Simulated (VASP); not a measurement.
# NaF (I4/mmm) in VASP: notebook, part 2 of 2

VASP 6.6.1. Earlier steps stand in the parts before.

## 4. Single point, PBEsol (strain +0.000 along x and y, +0.030 along z)

Input file INCAR:

```
SYSTEM = NaF
  ALGO = Normal
  EDIFF = 1E-6
  ENCUT = 520
  GGA = PS
  ISIF = 2
  ISMEAR = 0
  LASPH = .True.
  LCHARG = .False.
  LREAL = .False.
  LWAVE = .False.
  NBANDS = 14
  NELM = 60
  PREC = Accurate
  SIGMA = 0.05
```

Input file KPOINTS:

```
k-points
0
Gamma
  8 8 8
  0 0 0
```

Input file POSCAR:

```
NaF
1.0
    0.0000000000      2.3233000000      2.3929990000
    2.3233000000      0.0000000000      2.3929990000
    2.3233000000      2.3233000000      0.0000000000
Na F
1 1
Direct
    0.0000000000      0.0000000000      0.0000000000
    0.5000000000      0.5000000000      0.5000000000
```

Potentials or basis: VASP PAW PBE potentials, release 64 (Na_pv, F).

On the command line:

```bash
cat potpaw_PBE.64/Na_pv/POTCAR potpaw_PBE.64/F/POTCAR > POTCAR
mpirun -np 1 vasp_std > vasp.out
```

OUTCAR:

```text
SYSTEM = NaF
   EDIFF = 1E-6
   ENCUT = 520
   GGA = PS
   ISIF = 2
   ISMEAR = 0
   LASPH = .True.
   LREAL = .False.
   NELM = 60
   PREC = Accurate

 ion  position               nearest neighbor table
   1  0.000  0.000  0.000-   2 2.32   2 2.32   2 2.32   2 2.32
   2  0.500  0.500  0.500-   1 2.32   1 2.32   1 2.32   1 2.32

  LATTYP: Found a body centered tetragonal cell.
 ALAT       =     3.2856423695
 C/A-ratio  =     1.4566399692

  Lattice vectors:

 A1 = (  -2.3233000000,   0.0000000000,   2.3929990000)
 A2 = (   2.3233000000,   0.0000000000,   2.3929990000)
 A3 = (   0.0000000000,   2.3233000000,  -2.3929990000)

Analysis of symmetry for initial positions (statically):
=====================================================================
 Subroutine PRICEL returns:
 Original cell was already a primitive cell.

 Routine SETGRP: Setting up the symmetry group for a
 body centered tetragonal supercell.

 Subroutine GETGRP returns: Found 16 space group operations
 (whereof 16 operations were pure point group operations)
 out of a pool of 16 trial point group operations.

The static configuration has the point symmetry D_4h.

Analysis of symmetry for dynamics (positions and initial velocities):
=====================================================================
 Subroutine PRICEL returns:
 Original cell was already a primitive cell.

 Routine SETGRP: Setting up the symmetry group for a
 body centered tetragonal supercell.

 Subroutine GETGRP returns: Found 16 space group operations
 (whereof 16 operations were pure point group operations)
 out of a pool of 16 trial point group operations.

The dynamic configuration has the point symmetry D_4h.

 Subroutine INISYM returns: Found 16 space group operations
 (whereof 16 operations are pure point group operations),
 and found     1 'primitive' translations

----------------------------------------------------------------------------------------

                                     Primitive cell
[... 121 lines left out ...]
   LRPA    =     F    only Hartree local field effects (RPA)
 non-spin polarized calculation
 Gauss-broadening in eV      SIGMA  =   0.05
  energy-cutoff  :      520.00
  volume of cell :       25.83
 maximum number of plane-waves:       708
 NGX is ok and might be reduce to    28
   NGX = 13   NGY = 13   NGZ = 13

 number of electron      14.0000001 magnetization

 Free energy of the ion-electron system (eV)
  ---------------------------------------------------
  ext. energy  EPLUGINS =         0.00000000
  ---------------------------------------------------
  free energy    TOTEN  =        -8.76122414 eV

  energy without entropy =       -8.76122414  energy(sigma->0) =       -8.76122414

 E-fermi :  -2.0492     XC(G=0):  -9.1455

 val. band max:       -2.3301149345   @ k =   0.0000   0.0000   0.0000
 cond. band min:       3.6369291279   @ k =   0.0000   0.0000   0.0000
 fundamental gap:      5.9670440624
 Fermi energy:        -2.0491549894

 k-point     1 :       0.0000    0.0000    0.0000
  band No.  band energies     occupation
      1     -21.3285      2.00000
      2     -21.2202      2.00000
      3     -21.2096      2.00000
      4     -21.2096      2.00000
      5      -2.3335      2.00000
      6      -2.3335      2.00000
      7      -2.3301      2.00000
      8       3.6369      0.00000
      9      16.1159      0.00000
     10      16.3259      0.00000
     11      16.3259      0.00000
     12      18.8635      0.00000
     13      20.7903      0.00000
     14      21.6197      0.00000
[... 377 lines left out ...]
      1     -21.8532      2.00000
      2     -21.2372      2.00000
      3     -21.2252      2.00000
      4     -20.5766      2.00000
      5      -3.5260      2.00000
      6      -2.5937      2.00000
      7      -2.5618      2.00000
      8       6.8454      0.00000
      9      11.1870      0.00000
     10      16.3491      0.00000
     11      16.7791      0.00000
     12      18.2400      0.00000
     13      21.0260      0.00000
     14      22.9212      0.00000

 [... further k-points ...]

------------------------ aborting loop because EDIFF is reached ----------------------------------------

  FORCE on cell =-STRESS in cart. coord.  units (eV):
  Direction    XX          YY          ZZ          XY          YZ          ZX
  --------------------------------------------------------------------------------------
  -------------------------------------------------------------------------------------
  Total       -0.1971298     -0.1971298     -0.4889951      0.0000000      0.0000000     -0.0000000
  in kB      -12.2258680    -12.2258680    -30.3271770      0.0000000      0.0000000     -0.0000000
  external PRESSURE =     -18.2596377 kB  Pullay stress =       0.0000000 kB

 VOLUME and BASIS-vectors are now :
 -----------------------------------------------------------------------------
  energy-cutoff  :      520.00
  volume of cell :       25.83
      direct lattice vectors                 reciprocal lattice vectors
     0.000000000  2.323300000  2.392999000    -0.215211122  0.215211122  0.208942837
     2.323300000  0.000000000  2.392999000     0.215211122 -0.215211122  0.208942837
     2.323300000  2.323300000  0.000000000     0.215211122  0.215211122 -0.208942837

 POSITION                                       TOTAL-FORCE (eV/Angst)
 -----------------------------------------------------------------------------------
      0.00000      0.00000      0.00000         0.000000      0.000000      0.000000
      2.32330      2.32330      2.39300        -0.000000     -0.000000      0.000000
 -----------------------------------------------------------------------------------
    total drift:                                0.000000      0.000000      0.000000

  FREE ENERGIE OF THE ION-ELECTRON SYSTEM (eV)
  ---------------------------------------------------
  free  energy   TOTEN  =        -8.7612241445 eV

  energy  without entropy=       -8.7612241445  energy(sigma->0) =       -8.76122414
```

OSZICAR:

```text
N       E                     dE             d eps       ncg     rms          rms(c)
DAV:   1     0.104695973835E+03    0.10470E+03   -0.77485E+03  1678   0.119E+03
DAV:   2    -0.436719423891E+01   -0.10906E+03   -0.10090E+03  1814   0.338E+02
DAV:   3    -0.949945322972E+01   -0.51323E+01   -0.51219E+01  2054   0.673E+01
DAV:   4    -0.953968847130E+01   -0.40235E-01   -0.40234E-01  1850   0.634E+00
DAV:   5    -0.954011466235E+01   -0.42619E-03   -0.42619E-03  2078   0.652E-01    0.492E+00
DAV:   6    -0.877729434681E+01    0.76282E+00   -0.26824E+00  1994   0.142E+01    0.184E+00
DAV:   7    -0.876180083496E+01    0.15494E-01   -0.29466E-02  1712   0.210E+00    0.103E+00
DAV:   8    -0.876081789069E+01    0.98294E-03   -0.27136E-02  1796   0.363E+00    0.156E-01
DAV:   9    -0.876135359011E+01   -0.53570E-03   -0.44913E-03  2054   0.646E-01    0.123E-01
DAV:  10    -0.876122328586E+01    0.13030E-03   -0.11542E-03  1868   0.361E-01    0.202E-02
DAV:  11    -0.876122364107E+01   -0.35522E-06   -0.56465E-05  1844   0.143E-01    0.669E-03
DAV:  12    -0.876122414448E+01   -0.50341E-06   -0.68271E-06  1964   0.312E-02
   1 F= -.87612241E+01 E0= -.87612241E+01  d E =-.206714E-17
```

stdout:

```text
POSCAR found type information on POSCAR NaF
 POSCAR found :  2 types and       2 ions
 scaLAPACK will be used
 -----------------------------------------------------------------------------
|                                                                             |
|                                                                             |
|     You enforced a specific xc type in the INCAR file but a different       |
|     I HOPE YOU KNOW WHAT YOU ARE DOING!                                     |
|                                                                             |
 -----------------------------------------------------------------------------

 LDA part: xc-table for (Slater+PW92), standard interpolation
 POSCAR, INCAR and KPOINTS ok, starting setup
 FFT: planning ... GRIDC
 FFT: planning ... GRID_SOFT
 FFT: planning ... GRID
 WAVECAR not read
 entering main loop
```

Wall time 18 s (1 thread of Intel Xeon 8259CL, shared host); peak memory 0.15 GiB.

Results:

| Item | Value |
| --- | --- |
| Free energy | -8.7612 eV |
| Pressure | -1.8 GPa |
| Band gap on the k mesh | 5.97 eV |

Caveat: the cell differs from its parent crystal (strain +0.000 along x and y, +0.030 along z); the PAW data sets were made with another functional, which shifts forces and pressure a little.

## 5. Single point, PBEsol (strain +0.015 along x and y, +0.000 along z)

Input file INCAR:

```
SYSTEM = NaF
  PREC = Accurate
  ENCUT = 520
  EDIFF = 1E-6
  ISMEAR = 0
  SIGMA = 0.05
  LREAL = .FALSE.
  LASPH = .TRUE.
  NELM = 80
  ALGO = Normal
  ISIF = 2
  LWAVE = .FALSE.
  LCHARG = .FALSE.
  GGA = PS
  NBANDS = 14
```

Input file KPOINTS:

```
Automatic mesh
0
G
  8 8 8
  0 0 0
```

Input file POSCAR:

```
NaF
1.0
    0.0000000000      2.3581495000      2.3233000000
    2.3581495000      0.0000000000      2.3233000000
    2.3581495000      2.3581495000      0.0000000000
Na F
1 1
Direct
    0.0000000000      0.0000000000      0.0000000000
    0.5000000000      0.5000000000      0.5000000000
```

On the command line:

```bash
cat potpaw_PBE.64/Na_pv/POTCAR potpaw_PBE.64/F/POTCAR > POTCAR
mpirun -np 1 vasp_std > vasp.out
```

Run time: 22 s. Hardware: 1 thread of Intel Xeon 8259CL, shared host; peak memory 0.16 GiB.

It converged, with:

```yaml
Free_energy: -8.7633 eV
Pressure: -1.9 GPa
Band_gap_on_the_k_mesh: 5.97 eV
```

Stress tensor (GPa, compression positive):
```
-2.24  0.00  0.00
 0.00 -2.24  0.00
 0.00  0.00 -1.24
```

Levels at points of the mesh, in eV from the valence-band top:
| k point | band 3 | band 4 | band 5 | band 6 | band 7 | band 8 | band 9 | band 10 | band 11 | band 12 |
| --- | --- | --- | --- | --- | --- | --- | --- | --- | --- | --- |
| (0.00, 0.00, 0.00) | -18.89 | -18.88 | 0.00 | 0.00 | 0.00 | 5.97 | 18.54 | 18.54 | 18.65 | 21.19 |
| (0.50, 0.00, 0.00) | -18.89 | -18.11 | -1.54 | -0.25 | -0.23 | 10.38 | 12.02 | 19.44 | 19.72 | 22.25 |
| (0.50, 0.50, 0.00) | -18.94 | -18.76 | -1.23 | -0.41 | -0.41 | 12.80 | 12.88 | 13.21 | 19.05 | 19.05 |
| (0.50, 0.00, 0.50) | -18.93 | -18.76 | -1.25 | -0.40 | -0.37 | 12.61 | 13.02 | 13.14 | 19.16 | 19.29 |

Caveat: the cell differs from its parent crystal (strain +0.015 along x and y, +0.000 along z); the PAW data sets were made with another functional, which shifts forces and pressure a little.

## 6. Summary

| cell | gap on the mesh (eV) | pressure (GPa) |
| --- | --- | --- |
| a = 3.261, b = 3.261, c = 3.286 Å, angles 59.8, 59.8, 60.5°, 2 atoms | 6.20 | 0.2 |
| a = 3.286, b = 3.286, c = 3.236 Å, angles 60.5, 60.5, 59.0°, 2 atoms | 6.20 | 0.2 |
| a = 3.335, b = 3.335, c = 3.286 Å, angles 60.5, 60.5, 59.0°, 2 atoms | 5.97 | -1.8 |
| a = 3.310, b = 3.310, c = 3.335 Å, angles 59.8, 59.8, 60.5°, 2 atoms | 5.97 | -1.9 |

Alike in all rows: task single point; level PBEsol; potentials or basis VASP PAW PBE potentials, release 64 (Na_pv, F); no spin polarisation; k mesh 8 × 8 × 8; cutoff (eV) 520; smearing gaussian 0.05 eV.

Caveats: the PAW data sets were made with another functional, which shifts forces and pressure a little.

Absolute energies hang on the potentials; compare differences alone.
